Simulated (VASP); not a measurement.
# ZnS (F-43m) in VASP: a series of runs, part 2 of 2

VASP 6.6.1. Earlier steps stand in the parts before.

**4. Vibrations by perturbation theory, PBE (20.56 Å³/atom)**

This run uses another cell than the first one, of 20.56 Å³/atom.

The input, INCAR:

```
SYSTEM = ZnS
  ALGO = Normal
  EDIFF = 1E-8
  ENCUT = 520
  GGA = PE
  IBRION = 8
  ISIF = 2
  ISMEAR = 0
  LASPH = .TRUE.
  LCHARG = .TRUE.
  LEPSILON = .TRUE.
  LREAL = .FALSE.
  LWAVE = .FALSE.
  NBANDS = 16
  NELM = 80
  NSW = 1
  PREC = Accurate
  SIGMA = 0.01
```

The input, KPOINTS:

```
k-points
0
G
  10 10 10
  0 0 0
```

The input, POSCAR:

```
ZnS
1.0
    0.0000000000      2.7397227431      2.7397227431
    2.7397227431      0.0000000000      2.7397227431
    2.7397227431      2.7397227431      0.0000000000
Zn S
1 1
Direct
    0.0000000000      0.0000000000      0.0000000000
    0.7500000000      0.7500000000      0.7500000000
```

Potentials or basis: VASP PAW PBE potentials, release 64 (Zn, S).

On the command line:

```
> cat potpaw_PBE.64/Zn/POTCAR potpaw_PBE.64/S/POTCAR > POTCAR
> mpirun -np 1 vasp_std > vasp.out
```

OUTCAR:

```text
SYSTEM = ZnS
   EDIFF = 1E-8
   ENCUT = 520
   GGA = PE
   IBRION = 8
   ISIF = 2
   ISMEAR = 0
   LASPH = .TRUE.
   LEPSILON = .TRUE.
   LREAL = .FALSE.
   NELM = 80
   NSW = 1
   PREC = Accurate

 ion  position               nearest neighbor table
   1  0.000  0.000  0.000-   2 2.37   2 2.37   2 2.37   2 2.37
   2  0.750  0.750  0.750-   1 2.37   1 2.37   1 2.37   1 2.37

  LATTYP: Found a face centered cubic cell.
 ALAT       =     5.4794454862

  Lattice vectors:

 A1 = (   0.0000000000,   2.7397227431,   2.7397227431)
 A2 = (   2.7397227431,   0.0000000000,   2.7397227431)
 A3 = (   2.7397227431,   2.7397227431,   0.0000000000)

Analysis of symmetry for initial positions (statically):
[... 759 lines left out ...]
  z     0.00000     0.00000    -0.00000     4.12709     0.00000     0.00000

 SECOND DERIVATIVES (NOT SYMMETRIZED)
 ------------------------------------
               1X          1Y          1Z          2X          2Y          2Z
  1X    -5.015274    0.000000    0.000000    5.015274    0.000000    0.000000
  1Y     0.000000   -5.015274    0.000000    0.000000    5.015274    0.000000
  1Z     0.000000    0.000000   -5.015274    0.000000    0.000000    5.015274
  2X     5.013125    0.000000    0.000000   -5.013125    0.000000    0.000000
  2Y     0.000000    5.013125    0.000000    0.000000   -5.013125    0.000000
  2Z     0.000000    0.000000    5.013125    0.000000    0.000000   -5.013125

 Eigenvectors and eigenvalues of the dynamical matrix
 ----------------------------------------------------

   1 f  =    7.546783 THz    47.417836 2PiTHz  251.733583 cm-1    31.210972 meV
             X         Y         Z           dx          dy          dz
      0.000000  0.000000  0.000000     0.000000    0.573694    0.000000
      4.109584  4.109584  4.109584     0.000000   -0.819069    0.000000
[... 21 lines left out ...]
   6 f/i=    0.000760 THz     0.004774 2PiTHz    0.025346 cm-1     0.003143 meV
             X         Y         Z           dx          dy          dz
      0.000000  0.000000  0.000000     0.000000    0.000000    0.819069
      4.109584  4.109584  4.109584     0.000000    0.000000    0.573694

--------------------------------------------------------------------------------------------------------

 MACROSCOPIC STATIC DIELECTRIC TENSOR IONIC CONTRIBUTION
 ------------------------------------------------------
           3.732260    -0.000000     0.000000
          -0.000000     3.732260    -0.000000
           0.000000    -0.000000     3.732260
 ------------------------------------------------------

 ELASTIC MODULI CONTR FROM IONIC RELAXATION (kBar)
 Direction    XX          YY          ZZ          XY          YZ          ZX
 --------------------------------------------------------------------------------
 XX          -0.0000     -0.0000      0.0000     -0.0000      0.0000     -0.0000
 YY          -0.0000     -0.0000     -0.0000     -0.0000     -0.0000     -0.0000
 ZZ           0.0000     -0.0000     -0.0000      0.0000     -0.0000     -0.0000
 XY          -0.0000     -0.0000      0.0000   -132.2797     -0.0000      0.0000
 YZ           0.0000     -0.0000     -0.0000     -0.0000   -132.2797      0.0000
 ZX          -0.0000     -0.0000     -0.0000      0.0000      0.0000   -132.2797
 --------------------------------------------------------------------------------

 PIEZOELECTRIC TENSOR IONIC CONTR  for field in x, y, z        (C/m^2)
          XX          YY          ZZ          XY          YZ          ZX
  --------------------------------------------------------------------------------
  x     0.00000    -0.00000    -0.00000    -0.00000    -0.66116     0.00000
  y    -0.00000    -0.00000    -0.00000     0.00000     0.00000    -0.66116
  z    -0.00000    -0.00000     0.00000    -0.66116    -0.00000     0.00000
```

stdout:

```text
POSCAR found type information on POSCAR ZnS
 POSCAR found :  2 types and       2 ions
 scaLAPACK will be used
 LDA part: xc-table for (Slater+PW92), standard interpolation
 POSCAR, INCAR and KPOINTS ok, starting setup
 FFT: planning ... GRIDC
 FFT: planning ... GRID_SOFT
 FFT: planning ... GRID
 WAVECAR not read
 entering main loop
[... 23 lines left out ...]
  Direction:   3
 dielectric tensor                  component  3 :     0.746     0.874     5.970
 Linear response DOF=           2
 Linear response progress:
 first order change of Fermi-energy  -0.17761E-04
 force on displaced ion       1 direction 1 :  -5.015  -0.000  -0.000
 Born effective charge ion    1 direction 1 :   2.061   0.000   0.000
 Linear response progress:
 first order change of Fermi-energy   0.26678E-03
 force on displaced ion       2 direction 1 :  -5.013   0.000   0.000
 Born effective charge ion    2 direction 1 :  -2.064   0.000   0.000
 Born effective charges drift removed
 Linear response finished
```

Wall time 30 min (1 thread of Intel Xeon 8259CL, shared host); peak memory 0.41 GiB.

Results:

| Item | Value |
| --- | --- |
| Electronic dielectric tensor (diagonal) | 5.97 |
| Born charges (mean of the diagonal) | Zn +2.06; S -2.06 e |
| Highest phonon frequency at Γ, LO-TO splitting left out | 252 cm⁻¹ |

Phonon frequencies in cm⁻¹ (negative: imaginary):
| q point | frequencies |
| --- | --- |
| (0.000, 0.000, 0.000) | 0 0 0 252 252 252 |

Electronic dielectric tensor:
```
5.97 0.00 0.00
0.00 5.97 0.00
0.00 0.00 5.97
```

Born effective charge tensors (e):
atom 1, Zn
```
2.06 0.00 0.00
0.00 2.06 0.00
0.00 0.00 2.06
```
atom 2, S
```
-2.06  0.00  0.00
 0.00 -2.06  0.00
 0.00  0.00 -2.06
```

Caveat: the cell stands under pressure or tension, which shifts response properties.

**5. Elastic constants, PBE**

This run uses another cell than the first one, of 15.33 Å³/atom.

The input, INCAR:

```
SYSTEM = ZnS
ALGO = Normal
EDIFF = 1E-8
ENCUT = 600
GGA = PE
IBRION = 6
ISIF = 3
ISMEAR = 0
LASPH = .TRUE.
LCHARG = .FALSE.
LREAL = .FALSE.
LWAVE = .FALSE.
NELM = 100
NFREE = 2
NSW = 1
POTIM = 0.015
PREC = Accurate
SIGMA = 0.01
```

KPOINTS is that of step 4.

The input, POSCAR:

```
ZnS
1.0
    0.0000000000      2.4839667134      2.4839667134
    2.4839667134      0.0000000000      2.4839667134
    2.4839667134      2.4839667134      0.0000000000
Zn S
1 1
Direct
    0.0000000000      0.0000000000      0.0000000000
    0.7500000000      0.7500000000      0.7500000000
```

Potentials or basis: VASP PAW PBE potentials, release 64 (Zn, S).

On the command line:

```
> cat potpaw_PBE.64/Zn/POTCAR potpaw_PBE.64/S/POTCAR > POTCAR
> mpirun -np 1 vasp_std > vasp.out
```

OUTCAR:

```text
SYSTEM = ZnS
   EDIFF = 1E-8
   ENCUT = 600
   GGA = PE
   IBRION = 6
   ISIF = 3
   ISMEAR = 0
   LASPH = .TRUE.
   LREAL = .FALSE.
   NELM = 100
   NFREE = 2
   NSW = 1
   POTIM = 0.015
   PREC = Accurate

 ion  position               nearest neighbor table
   1  0.000  0.000  0.000-   2 2.15   2 2.15   2 2.15   2 2.15
   2  0.750  0.750  0.750-   1 2.15   1 2.15   1 2.15   1 2.15

  LATTYP: Found a face centered cubic cell.
 ALAT       =     4.9679334268

  Lattice vectors:

 A1 = (   0.0000000000,   2.4839667134,   2.4839667134)
 A2 = (   2.4839667134,   0.0000000000,   2.4839667134)
 A3 = (   2.4839667134,   2.4839667134,   0.0000000000)

Analysis of symmetry for initial positions (statically):
=====================================================================
 Subroutine PRICEL returns:
 Original cell was already a primitive cell.

 Routine SETGRP: Setting up the symmetry group for a
 face centered cubic supercell.

 Subroutine GETGRP returns: Found 24 space group operations
 (whereof 24 operations were pure point group operations)
 out of a pool of 48 trial point group operations.

The static configuration has the point symmetry T_d .

Analysis of symmetry for dynamics (positions and initial velocities):
[... 750 lines left out ...]
  -------------------------------------------------------------------------------------
  Total        6.7611525      6.7670049      6.7670049      0.0000000     -0.2736778      0.0000000
  in kB      353.3979334    353.7038280    353.7038280      0.0000000    -14.3048362      0.0000000
  external PRESSURE =     353.6018631 kB  Pullay stress =       0.0000000 kB
[... 17 lines left out ...]
  FREE ENERGIE OF THE ION-ELECTRON SYSTEM (eV)
  ---------------------------------------------------
  free  energy   TOTEN  =        -6.0107555851 eV

  energy  without entropy=       -6.0107555851  energy(sigma->0) =       -6.01075559

 INTERNAL STRAIN TENSORS FROM STRAINED CELLS
 ============================================

 INTERNAL STRAIN TENSOR FOR ION    1 for displacements in x,y,z  (eV/Angst):
          X           Y           Z          XY          YZ          ZX
  --------------------------------------------------------------------------------
  x     0.00000    -0.00000    -0.00000     0.00000   -18.24617     0.00000
  y     0.00000    -0.00000    -0.00000     0.00000     0.00000   -18.24656
  z     0.00000    -0.00000     0.00000   -18.24590     0.00000     0.00000

 INTERNAL STRAIN TENSORS FROM DISPLACED ATOMS
 ============================================

 INTERNAL STRAIN TENSOR FOR ION    1 for displacements in x,y,z  (eV/Angst):
          X           Y           Z          XY          YZ          ZX
  --------------------------------------------------------------------------------
  x    -0.00000    -0.00000    -0.00000     0.00000   -18.24518     0.00000
  y    -0.00000     0.00000    -0.00000     0.00000     0.00000   -18.24518
  z    -0.00000    -0.00000    -0.00000   -18.24518     0.00000     0.00000

 INTERNAL STRAIN TENSOR FOR ION    2 for displacements in x,y,z  (eV/Angst):
          X           Y           Z          XY          YZ          ZX
  --------------------------------------------------------------------------------
  x     0.00000    -0.00000    -0.00000     0.00000    18.24386     0.00000
  y    -0.00000     0.00000    -0.00000     0.00000     0.00000    18.24386
  z    -0.00000    -0.00000     0.00000    18.24386     0.00000     0.00000

 Eigenvectors and eigenvalues of the dynamical matrix
 ----------------------------------------------------

   1 f  =   12.170672 THz    76.470587 2PiTHz  405.969919 cm-1    50.333832 meV
             X         Y         Z           dx          dy          dz
      0.000000  0.000000  0.000000     0.573546   -0.000000    0.000000
      3.725950  3.725950  3.725950    -0.819173    0.000000    0.000000
[... 21 lines left out ...]
   6 f/i=    0.000974 THz     0.006120 2PiTHz    0.032492 cm-1     0.004028 meV
             X         Y         Z           dx          dy          dz
      0.000000  0.000000  0.000000     0.000000    0.000000    0.819173
      3.725950  3.725950  3.725950     0.000000    0.000000    0.573546

--------------------------------------------------------------------------------------------------------

 ELASTIC MODULI CONTR FROM IONIC RELAXATION (kBar)
 Direction    XX          YY          ZZ          XY          YZ          ZX
 --------------------------------------------------------------------------------
 XX          -0.0000      0.0000      0.0000      0.0000     -0.0000      0.0000
 YY           0.0000     -0.0000     -0.0000      0.0000      0.0000      0.0000
 ZZ           0.0000     -0.0000     -0.0000     -0.0000      0.0000      0.0000
 XY           0.0000      0.0000     -0.0000  -1334.3145      0.0000      0.0000
 YZ          -0.0000      0.0000      0.0000      0.0000  -1334.3145      0.0000
 ZX           0.0000      0.0000      0.0000      0.0000      0.0000  -1334.3145
 --------------------------------------------------------------------------------

 TOTAL ELASTIC MODULI (kBar)
 Direction    XX          YY          ZZ          XY          YZ          ZX
 --------------------------------------------------------------------------------
 XX        1813.5792   1649.4296   1649.4296      0.0000     -0.0000      0.0000
 YY        1649.4296   1813.5792   1649.4296      0.0000      0.0000     -0.0000
 ZZ        1649.4296   1649.4296   1813.5792      0.0000     -0.0000     -0.0000
 XY           0.0000      0.0000      0.0000    294.0001      0.0000      0.0000
 YZ          -0.0000      0.0000     -0.0000      0.0000    294.0001      0.0000
 ZX           0.0000     -0.0000     -0.0000      0.0000      0.0000    294.0001
 --------------------------------------------------------------------------------
```

Wall time 28 min (1 thread of Intel Xeon 8259CL, shared host); peak memory 0.36 GiB.

What came out:

```
Elastic constants C11, C12, C44                         : 181, 165, 29 GPa
Voigt bulk modulus                                      : 170 GPa
Highest phonon frequency at Γ, LO-TO splitting left out : 406 cm⁻¹
```

Phonon frequencies in cm⁻¹ (negative: imaginary):
```
              q point        frequencies
(0.000, 0.000, 0.000)  0 0 0 406 406 406
```

Elastic tensor in Voigt notation (GPa, in the Cartesian axes of the cell as first typed):
```
181 165 165   0   0   0
165 181 165   0   0   0
165 165 181   0   0   0
  0   0   0  29   0   0
  0   0   0   0  29   0
  0   0   0   0   0  29
```

Clamped-ion elastic tensor (GPa):
```
181 165 165   0   0   0
165 181 165   0   0   0
165 165 181   0   0   0
  0   0   0 163   0   0
  0   0   0   0 163   0
  0   0   0   0   0 163
```

Caveat: the cell is under stress, which shifts elastic constants.

**6. Elastic constants, PBE**

This run uses another cell than the first one, of 16.92 Å³/atom.

The input, INCAR:

```
SYSTEM = ZnS
PREC = Accurate ; ENCUT = 600
EDIFF = 1E-8 ; ISMEAR = 0
SIGMA = 0.01 ; LREAL = .FALSE.
LASPH = .TRUE. ; NELM = 100
ALGO = Normal ; ISIF = 3
LWAVE = .FALSE. ; LCHARG = .FALSE.
GGA = PE ; IBRION = 6
NFREE = 2 ; POTIM = 0.015
NSW = 1
```

The input, KPOINTS:

```
Automatic mesh
0
G
  10 10 10
  0 0 0
```

The input, POSCAR:

```
ZnS
1.0
    0.0000000000      2.5671370829      2.5671370829
    2.5671370829      0.0000000000      2.5671370829
    2.5671370829      2.5671370829      0.0000000000
Zn S
1 1
Direct
    0.0000000000      0.0000000000      0.0000000000
    0.7500000000      0.7500000000      0.7500000000
```

Potentials or basis: VASP PAW PBE potentials, release 64 (Zn, S).

On the command line:

```
> cat potpaw_PBE.64/Zn/POTCAR potpaw_PBE.64/S/POTCAR > POTCAR
> mpirun -np 1 vasp_std > vasp.out
```

Wall time 35 min (1 thread of Intel Xeon 8259CL, shared host); peak memory 0.39 GiB.

It converged, with:

```yaml
Elastic_constants_C11_C12_C44: 145, 115, 42 GPa
Voigt_bulk_modulus: 125 GPa
Highest_phonon_frequency_at_Γ_LO-TO_splitting_left_out: 350 cm⁻¹
```

Phonon frequencies in cm⁻¹ (negative: imaginary):
```
              q point        frequencies
(0.000, 0.000, 0.000)  0 0 0 350 350 350
```

Elastic tensor in Voigt notation (GPa, in the Cartesian axes of the cell as first typed):
```
145 115 115   0   0   0
115 145 115   0   0   0
115 115 145   0   0   0
  0   0   0  42   0   0
  0   0   0   0  42   0
  0   0   0   0   0  42
```

Clamped-ion elastic tensor (GPa):
```
145 115 115   0   0   0
115 145 115   0   0   0
115 115 145   0   0   0
  0   0   0 119   0   0
  0   0   0   0 119   0
  0   0   0   0   0 119
```

Caveat: the cell is under stress, which shifts elastic constants.
